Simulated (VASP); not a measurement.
# Tl (I4/mmm) in VASP: notebook

Runs on Tl. Level: PBEsol. Tasks: single point.

Program: VASP 6.6.1. These are calculated values, not measurements. Logs are shortened: lines on timing, memory, paths and dates and some standing lists are left out, and cuts for length are marked.

### 1 The cell of the first run

Symmetry: I4/mmm, No. 139, tetragonal system. The conventional cell has a = 3.785 Å, b = 3.785 Å, c = 3.979 Å, α = 90.00°, β = 90.00°, γ = 90.00°. Tl (site symmetry 4/mmm) has 14 Tl at 3.33 to 3.98 Å within 4.4 Å.

### 2 Single point, PBEsol (strain -0.025 along x and y, +0.025 along z)

Contents of INCAR:

```
PREC = Accurate
ENCUT = 520
EDIFF = 1E-6
ISMEAR = 0
SIGMA = 0.15
LREAL = False
LASPH = True
NELM = 60
ALGO = Fast
ISIF = 2
LWAVE = False
LCHARG = False
GGA = PS
NBANDS = 12
```

Contents of KPOINTS:

```
regular mesh
0
Gamma
  18 18 18
```

Contents of POSCAR:

```
Tl
1.0
   -1.8924750000      1.8924750000      1.9895250000
    1.8924750000     -1.8924750000      1.9895250000
    1.8924750000      1.8924750000     -1.9895250000
Tl
1
Direct
    0.0000000000      0.0000000000      0.0000000000
```

Potentials or basis: VASP PAW PBE potentials, release 64 (Tl_d).

Command:

```sh
> cat potpaw_PBE.64/Tl_d/POTCAR > POTCAR
> mpirun -np 1 vasp_std > vasp.out
```

OUTCAR:

```text
PREC = Accurate
   ENCUT = 520
   EDIFF = 1E-6
   ISMEAR = 0
   LREAL = False
   LASPH = True
   NELM = 60
   ISIF = 2
   GGA = PS

 ion  position               nearest neighbor table
   1  0.000  0.000  0.000-

  LATTYP: Found a body centered tetragonal cell.
 ALAT       =     3.7849500000
 C/A-ratio  =     1.0512820513

  Lattice vectors:

 A1 = (  -1.8924750000,   1.8924750000,   1.9895250000)
 A2 = (   1.8924750000,  -1.8924750000,   1.9895250000)
 A3 = (   1.8924750000,   1.8924750000,  -1.9895250000)

Analysis of symmetry for initial positions (statically):
=====================================================================
 Subroutine PRICEL returns:
 Original cell was already a primitive cell.

 Routine SETGRP: Setting up the symmetry group for a
 body centered tetragonal supercell.

 Subroutine GETGRP returns: Found 16 space group operations
 (whereof 16 operations were pure point group operations)
 out of a pool of 16 trial point group operations.

The static configuration has the point symmetry D_4h.

Analysis of symmetry for dynamics (positions and initial velocities):
=====================================================================
 Subroutine PRICEL returns:
 Original cell was already a primitive cell.

 Routine SETGRP: Setting up the symmetry group for a
 body centered tetragonal supercell.

 Subroutine GETGRP returns: Found 16 space group operations
 (whereof 16 operations were pure point group operations)
 out of a pool of 16 trial point group operations.

The dynamic configuration has the point symmetry D_4h.

 Subroutine INISYM returns: Found 16 space group operations
 (whereof 16 operations are pure point group operations),
 and found     1 'primitive' translations

----------------------------------------------------------------------------------------

                                     Primitive cell

  volume of cell :      28.5016

  direct lattice vectors                    reciprocal lattice vectors
    -1.892475000  1.892475000  1.989525000     0.000000000  0.264204283  0.251316269
     1.892475000 -1.892475000  1.989525000     0.264204283  0.000000000  0.251316269
     1.892475000  1.892475000 -1.989525000     0.264204283  0.264204283  0.000000000

  length of vectors
     3.334836274  3.334836274  3.334836274     0.364641975  0.364641975  0.373641280

  position of ions in fractional coordinates (direct lattice)
     0.000000000  0.000000000  0.000000000

  ion indices of the primitive-cell ions
   primitive index   ion index
                 1           1

----------------------------------------------------------------------------------------

 KPOINTS: regular mesh

Automatic generation of k-mesh.
 Grid dimensions read from file:
 generate k-points for:   18   18   18

 Generating k-lattice:

  Cartesian coordinates                     Fractional coordinates (reciprocal lattice)
     0.000000000  0.014678016  0.013962015     0.055555556  0.000000000 -0.000000000
     0.014678016  0.000000000  0.013962015     0.000000000  0.055555556 -0.000000000
     0.014678016  0.014678016  0.000000000     0.000000000  0.000000000  0.055555556

  Length of vectors
     0.020257888  0.020257888  0.020757849

  Shift w.r.t. Gamma in fractional coordinates (k-lattice)
     0.000000000  0.000000000  0.000000000

 Subroutine IBZKPT returns following result:
 ===========================================

 Found    480 irreducible k-points:

 Following reciprocal coordinates:
            Coordinates               Weight
  0.000000  0.000000  0.000000      1.000000
  0.055556  0.000000 -0.000000      8.000000
  0.111111  0.000000 -0.000000      8.000000
  0.166667  0.000000  0.000000      8.000000
  0.222222  0.000000  0.000000      8.000000
  0.277778  0.000000  0.000000      8.000000
[... 16 lines left out ...]
 -0.277778  0.055556  0.000000     16.000000
 -0.222222  0.055556  0.000000     16.000000
 [... further k-points ...]
   k-points           NKPTS =    480   k-points in BZ     NKDIM =    480   number of bands    NBANDS=     12
   number of dos      NEDOS =    301   number of ions     NIONS =      1
   total plane-waves  NPLWV =  21952
   dimension x,y,z NGX =    28 NGY =   28 NGZ =   28
   dimension x,y,z NGXF=    56 NGYF=   56 NGZF=   56
   ions per type =               1
   NGX,Y,Z   is equivalent  to a cutoff of  13.96, 13.96, 13.96 a.u.
   NGXF,Y,Z  is equivalent  to a cutoff of  27.92, 27.92, 27.92 a.u.
 SYSTEM =  unknown system
   PREC   = accura    normal or accurate (medium, high low for compatibility)
   ISTART =      0    job   : 0-new  1-cont  2-samecut
   ICHARG =      2    charge: 1-file 2-atom 10-const
   ISPIN  =      1    spin polarized calculation?
   LNONCOLLINEAR =      F non collinear calculations
   LSORBIT =      F    spin-orbit coupling
   LASPH  =      T    aspherical Exc in radial PAW
   ENCUT  =  520.0 eV  38.22 Ry    6.18 a.u.   6.20  6.20  6.20*2*pi/ulx,y,z
   NELM   =     60;   NELMIN=  2; NELMDL= -5     # of ELM steps
   EDIFF  = 0.1E-05   stopping-criterion for ELM
   LREAL  =      F    real-space projection
   EDIFFG = 0.1E-04   stopping-criterion for IOM
   NSW    =      0    number of steps for IOM
   IBRION =     -1    ionic relax: 0-MD 1-quasi-New 2-CG
   NFREE  =      0    steps in history (QN), initial steepest desc. (CG)
   ISIF   =      2    stress and relaxation
   ISYM   =      2    0-nonsym 1-usesym 2-fastsym
   POTIM  = 0.5000    time-step for ionic-motion
   TEBEG  =    0.0;   TEEND  =   0.0 temperature during run
   PSTRESS=    0.0 pullay stress
   NELECT =      13.0000    total number of electrons
   NUPDOWN=      -1.0000    fix difference up-down
   EMIN   =  10.00;   EMAX   =-10.00  energy-range for DOS
   EFERMI =   0.00;   METHOD = LEGACY
   ISMEAR =     0;   SIGMA  =   0.15  broadening in eV -4-tet -1-fermi 0-gaus
   EFERMI_NEDOS =   21; number of points for ismear=-14 and -15
   IALGO  =     68    algorithm
   IMIX   =      4    mixing-type and parameters
     AMIX     =   0.40;   BMIX     =  1.00
     AMIX_MAG =   1.60;   BMIX_MAG =  1.00
  volume/ion in A,a.u.               =      28.50       192.34
  Fermi-wavevector in a.u.,A,eV,Ry     =   1.260180  2.381396 21.606795  1.588055
  Thomas-Fermi vector in A             =   2.393703
   LORBIT       =      0    0 simple, 1 ext, 2 COOP (PROOUT), +10 PAW based schemes
   GGA     = PS    functional components
   LHFCALC =     F    Hartree Fock is set to
   AEXX    =    0.0000 exact exchange contribution
   IVDW    =     0    specifies the selected vdW correction
   LEPSILON=     F    determine dielectric tensor
   LRPA    =     F    only Hartree local field effects (RPA)
 non-spin polarized calculation
 RMM-DIIS sequential band-by-band and
 Gauss-broadening in eV      SIGMA  =   0.15
  energy-cutoff  :      520.00
  volume of cell :       28.50
 maximum number of plane-waves:       778
 NGX is ok and might be reduce to    28
   NGX = 13   NGY = 13   NGZ = 13

 number of electron      13.0000002 magnetization

 Free energy of the ion-electron system (eV)
  ---------------------------------------------------
  ext. energy  EPLUGINS =         0.00000000
  ---------------------------------------------------
  free energy    TOTEN  =        -2.62855103 eV

  energy without entropy =       -2.62365889  energy(sigma->0) =       -2.62610496

 E-fermi :   6.4283     XC(G=0): -10.3849

 val. band max:        6.4276773946   @ k =  -0.2778   0.4444   0.1667
 cond. band min:       6.4283514615   @ k =   0.2778   0.2778   0.2222
 fundamental gap:      0.0006740670
 Fermi energy:         6.4282701008

 k-point     1 :       0.0000    0.0000    0.0000
  band No.  band energies     occupation
      1      -5.2139      2.00000
      2      -5.2139      2.00000
      3      -5.1490      2.00000
      4      -4.7921      2.00000
      5      -4.7319      2.00000
      6      -3.6685      2.00000
      7      17.0366      0.00000
      8      17.3284      0.00000
      9      17.3284      0.00000
     10      18.3656      0.00000
     11      19.1017      0.00000
     12      19.1017      0.00000

 k-point     2 :       0.0556    0.0000   -0.0000
  band No.  band energies     occupation
      1      -5.2091      2.00000
      2      -5.2081      2.00000
      3      -5.1406      2.00000
      4      -4.7961      2.00000
      5      -4.7349      2.00000
      6      -3.5994      2.00000
      7      16.3160      0.00000
      8      17.0800      0.00000
      9      17.0808      0.00000
     10      18.2491      0.00000
     11      18.9228      0.00000
     12      19.0255      0.00000

 k-point     3 :       0.1111    0.0000   -0.0000
  band No.  band energies     occupation
      1      -5.2100      2.00000
      2      -5.1993      2.00000
      3      -5.0972      2.00000
      4      -4.8082      2.00000
      5      -4.7418      2.00000
      6      -3.3885      2.00000
      7      14.5752      0.00000
      8      16.4527      0.00000
      9      16.6825      0.00000
     10      18.1099      0.00000
     11      18.7016      0.00000
     12      18.8498      0.00000
[... 286 lines left out ...]
 k-point    23 :      -0.2778    0.0556    0.0000
  band No.  band energies     occupation
      1      -5.2687      2.00000
      2      -5.2149      2.00000
      3      -4.8508      2.00000
      4      -4.8420      2.00000
      5      -4.7509      2.00000
      6      -2.1362      2.00000
      7       9.7687      0.00000
      8      13.9874      0.00000
      9      14.9080      0.00000
     10      17.8171      0.00000
     11      18.7163      0.00000
     12      19.1132      0.00000

 k-point    24 :      -0.2222    0.0556    0.0000
  band No.  band energies     occupation
      1      -5.2410      2.00000
      2      -5.1959      2.00000
      3      -4.9611      2.00000
      4      -4.8298      2.00000
      5      -4.7520      2.00000
      6      -2.7236      2.00000
      7      11.6205      0.00000
      8      14.7847      0.00000
      9      15.4763      0.00000
     10      18.1083      0.00000
     11      18.6474      0.00000
     12      18.8846      0.00000

 [... further k-points ...]

------------------------ aborting loop because EDIFF is reached ----------------------------------------

  FORCE on cell =-STRESS in cart. coord.  units (eV):
  Direction    XX          YY          ZZ          XY          YZ          ZX
  --------------------------------------------------------------------------------------
  -------------------------------------------------------------------------------------
  Total        0.0423831      0.0423831     -0.0630516      0.0000000     -0.0000000      0.0000000
  in kB        2.3825026      2.3825026     -3.5443551      0.0000000     -0.0000000      0.0000000
  external PRESSURE =       0.4068834 kB  Pullay stress =       0.0000000 kB

 VOLUME and BASIS-vectors are now :
 -----------------------------------------------------------------------------
  energy-cutoff  :      520.00
  volume of cell :       28.50
      direct lattice vectors                 reciprocal lattice vectors
    -1.892475000  1.892475000  1.989525000     0.000000000  0.264204283  0.251316269
     1.892475000 -1.892475000  1.989525000     0.264204283  0.000000000  0.251316269
     1.892475000  1.892475000 -1.989525000     0.264204283  0.264204283  0.000000000

 POSITION                                       TOTAL-FORCE (eV/Angst)
 -----------------------------------------------------------------------------------
      0.00000      0.00000      0.00000         0.000000     -0.000000     -0.000000
 -----------------------------------------------------------------------------------
    total drift:                               -0.000000     -0.000000     -0.000000

  FREE ENERGIE OF THE ION-ELECTRON SYSTEM (eV)
  ---------------------------------------------------
  free  energy   TOTEN  =        -2.6285510316 eV

  energy  without entropy=       -2.6236588903  energy(sigma->0) =       -2.62610496
```

Run time: 66 s. Hardware: 1 thread of Intel Xeon 6975P-C (Granite Rapids), shared host; peak memory 0.27 GiB.

What came out:

```
Free energy            : -2.6286 eV
Pressure               : 0.0 GPa
Band gap on the k mesh : zero (an odd number of electrons rules out a gap without spin polarisation)
```

Caveat: the cell differs from its parent crystal (strain -0.025 along x and y, +0.025 along z); the PAW data sets were made with another functional, which shifts forces and pressure a little; spin-orbit coupling is left out, which moves the levels of the heavy elements.

### 3 Single point, PBEsol (strain +0.000 along x and y, +0.025 along z)

Contents of INCAR:

```
SYSTEM = Tl
  ALGO = Fast
  EDIFF = 1E-6
  ENCUT = 520
  GGA = PS
  ISIF = 2
  ISMEAR = 0
  LASPH = .True.
  LCHARG = .False.
  LREAL = .False.
  LWAVE = .False.
  NBANDS = 12
  NELM = 60
  PREC = Accurate
  SIGMA = 0.15
```

Contents of KPOINTS:

```
k-points
0
Gamma
  18 18 18
  0 0 0
```

Contents of POSCAR:

```
Tl
1.0
   -1.9410000000      1.9410000000      1.9895250000
    1.9410000000     -1.9410000000      1.9895250000
    1.9410000000      1.9410000000     -1.9895250000
Tl
1
Direct
    0.0000000000      0.0000000000      0.0000000000
```

Potentials or basis: VASP PAW PBE potentials, release 64 (Tl_d).

Command:

```sh
> cat potpaw_PBE.64/Tl_d/POTCAR > POTCAR
> mpirun -np 1 vasp_std > vasp.out
```

It took 70 s on 1 thread of Intel Xeon 6975P-C (Granite Rapids), shared host; peak memory 0.28 GiB.

Results (log left out):

| Quantity | Value |
| --- | --- |
| Free energy | -2.6229 eV |
| Pressure | -1.6 GPa |
| Band gap on the k mesh | zero (an odd number of electrons rules out a gap without spin polarisation) |

Stress tensor (GPa, compression positive):
```
-1.52  0.00  0.00
 0.00 -1.52  0.00
 0.00  0.00 -1.80
```

Levels at points of the mesh, in eV from the Fermi level:
| k point | band 4 | band 5 | band 6 | band 7 | band 8 | band 9 |
| --- | --- | --- | --- | --- | --- | --- |
| (0.00, 0.00, 0.00) | -11.18 | -11.15 | -9.76 | 10.21 | 10.38 | 10.38 |
| (0.50, 0.00, 0.00) | -11.16 | -10.91 | -5.10 | -2.61 | 5.72 | 7.12 |
| (0.50, 0.50, 0.00) | -11.15 | -10.91 | -4.96 | -2.54 | 5.41 | 6.72 |
| (0.50, 0.50, 0.50) | -10.97 | -10.97 | -1.87 | 1.11 | 1.57 | 1.57 |

Caveat: the cell differs from its parent crystal (strain +0.000 along x and y, +0.025 along z); the PAW data sets were made with another functional, which shifts forces and pressure a little; spin-orbit coupling is left out, which moves the levels of the heavy elements.

### 4 Single point, PBEsol (strain +0.025 along x and y, -0.025 along z)

Contents of INCAR:

```
PREC     = Accurate       # precision mode
ENCUT    = 520            # plane-wave cutoff, eV
EDIFF    = 1E-7           # SCF threshold, eV
ISMEAR   = 0              # smearing method
SIGMA    = 0.15           # smearing width, eV
LREAL    = F              # projectors in reciprocal space
LASPH    = T              # aspherical terms in the spheres
NELM     = 60             # most SCF steps
ALGO     = Fast           # electronic algorithm
ISIF     = 2              # what is computed and relaxed
LWAVE    = F              # write WAVECAR
LCHARG   = T              # write CHGCAR
GGA      = PS             # functional
LELF     = T              # ELF
LVHAR    = T            
NBANDS   = 12             # bands
```

Contents of KPOINTS:

```
Automatic mesh
0
Gamma
  18 18 18
```

Contents of POSCAR:

```
Tl
1.0
   -1.9895250000      1.9895250000      1.8924750000
    1.9895250000     -1.9895250000      1.8924750000
    1.9895250000      1.9895250000     -1.8924750000
Tl
1
Direct
    0.0000000000      0.0000000000      0.0000000000
```

Potentials or basis: VASP PAW PBE potentials, release 64 (Tl_d).

Command:

```sh
> cat potpaw_PBE.64/Tl_d/POTCAR > POTCAR
> mpirun -np 1 vasp_std > vasp.out
```

OUTCAR:

```text
PREC = Accurate
   ENCUT = 520
   EDIFF = 1E-7
   ISMEAR = 0
   LREAL = F
   LASPH = T
   NELM = 60
   ISIF = 2
   GGA = PS

 ion  position               nearest neighbor table
   1  0.000  0.000  0.000-

  LATTYP: Found a body centered tetragonal cell.
 ALAT       =     3.9790500000
 C/A-ratio  =     0.9512195122

  Lattice vectors:

 A1 = (  -1.9895250000,   1.9895250000,   1.8924750000)
 A2 = (   1.9895250000,  -1.9895250000,   1.8924750000)
[... 541 lines left out ...]
     12      18.8995      0.00000

 [... further k-points ...]

------------------------ aborting loop because EDIFF is reached ----------------------------------------

  FORCE on cell =-STRESS in cart. coord.  units (eV):
  Direction    XX          YY          ZZ          XY          YZ          ZX
  --------------------------------------------------------------------------------------
  -------------------------------------------------------------------------------------
  Total       -0.3135994     -0.3135994     -0.2555713      0.0000000      0.0000000      0.0000000
  in kB      -16.7686035    -16.7686035    -13.6657578      0.0000000      0.0000000      0.0000000
  external PRESSURE =     -15.7343216 kB  Pullay stress =       0.0000000 kB

 VOLUME and BASIS-vectors are now :
 -----------------------------------------------------------------------------
  energy-cutoff  :      520.00
  volume of cell :       29.96
      direct lattice vectors                 reciprocal lattice vectors
    -1.989525000  1.989525000  1.892475000     0.000000000  0.251316269  0.264204283
     1.989525000 -1.989525000  1.892475000     0.251316269  0.000000000  0.264204283
     1.989525000  1.989525000 -1.892475000     0.251316269  0.251316269  0.000000000

 POSITION                                       TOTAL-FORCE (eV/Angst)
 -----------------------------------------------------------------------------------
      0.00000      0.00000      0.00000         0.000000      0.000000      0.000000
 -----------------------------------------------------------------------------------
    total drift:                               -0.000000     -0.000000     -0.000000

  FREE ENERGIE OF THE ION-ELECTRON SYSTEM (eV)
  ---------------------------------------------------
  free  energy   TOTEN  =        -2.6226251148 eV

  energy  without entropy=       -2.6186400853  energy(sigma->0) =       -2.62063260
```

OSZICAR:

```text
N       E                     dE             d eps       ncg     rms          rms(c)
DAV:   1     0.501620702397E+02    0.50162E+02   -0.66438E+03 12328   0.934E+02
DAV:   2    -0.205405174669E+01   -0.52216E+02   -0.51199E+02 13160   0.211E+02
DAV:   3    -0.265424654841E+01   -0.60019E+00   -0.59971E+00 13552   0.205E+01
DAV:   4    -0.265694405664E+01   -0.26975E-02   -0.26974E-02 13012   0.159E+00
DAV:   5    -0.265697664185E+01   -0.32585E-04   -0.32586E-04 13356   0.170E-01    0.184E+00
RMM:   6    -0.262776280667E+01    0.29214E-01   -0.38362E-02 11551   0.158E+00    0.128E+00
RMM:   7    -0.262298439662E+01    0.47784E-02   -0.15829E-02 11777   0.111E+00    0.617E-01
RMM:   8    -0.262264072351E+01    0.34367E-03   -0.93709E-04 12322   0.262E-01    0.857E-02
RMM:   9    -0.262262625783E+01    0.14466E-04   -0.14108E-04 13022   0.110E-01    0.271E-02
RMM:  10    -0.262262475970E+01    0.14981E-05   -0.18031E-05 12957   0.432E-02    0.150E-03
RMM:  11    -0.262262503290E+01   -0.27320E-06   -0.34515E-06 13176   0.179E-02    0.101E-03
RMM:  12    -0.262262511483E+01   -0.81928E-07   -0.53374E-07 10100   0.568E-03
   1 F= -.26226251E+01 E0= -.26206326E+01  d E =-.398503E-02
```

It took 68 s on 1 thread of Intel Xeon 6975P-C (Granite Rapids), shared host; peak memory 0.29 GiB.

Results:

```
Free energy            : -2.6226 eV
Pressure               : -1.6 GPa
Band gap on the k mesh : zero (an odd number of electrons rules out a gap without spin polarisation)
```

Stress tensor (GPa, compression positive):
```
-1.68  0.00  0.00
 0.00 -1.68  0.00
 0.00  0.00 -1.37
```

Caveat: the cell differs from its parent crystal (strain +0.025 along x and y, -0.025 along z); the PAW data sets were made with another functional, which shifts forces and pressure a little; spin-orbit coupling is left out, which moves the levels of the heavy elements.

(Continued in part 2 of 2.)

The gap in the log of VASP goes by the Fermi energy; the results here count the filled bands.